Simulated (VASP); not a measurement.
Here is a VASP 6.6.1 calculation.

INCAR

```
SYSTEM = KBr
PREC = Accurate
ENCUT = 520
EDIFF = 1E-6
ISMEAR = 0
SIGMA = 0.05
LREAL = .False.
LASPH = .True.
NELM = 100
ALGO = Normal
ISIF = 2
LWAVE = .False.
LCHARG = .True.
LELF = .True.
LVHAR = .True.
NBANDS = 24
```

Contents of KPOINTS:

```
Automatic mesh
0
Gamma
  6 6 4
  0 0 0
```

The input POSCAR:

```
KBr
1.0
    3.8300121826      0.0000000000      0.0000000000
    0.0000000000      3.8300121826      0.0000000000
    0.0000000000      0.0000000000      7.6600243652
K Br
2 2
Direct
    0.0000000000      0.0000000000     -0.0462139522
    0.0000000000      0.0000000000      0.4537860478
    0.4418278613      0.5000000000      0.2726132230
    0.5581721387      0.5000000000      0.7726132230
```

Potentials or basis: VASP PAW LDA potentials, release 64 (K_sv, Br).

The run is started by

```console
$ cat potpaw_LDA.64/K_sv/POTCAR potpaw_LDA.64/Br/POTCAR > POTCAR
$ mpirun -np 1 vasp_std > vasp.out
```

(1) Predict the largest force.

(2) Estimate the band gap on the k mesh.

Answers

(1) 0.889 eV/Å.

(2) 4.12 eV (least direct gap 4.35 eV).

Caveat: the cell differs from its parent crystal (atoms displaced along a vibrational mode).
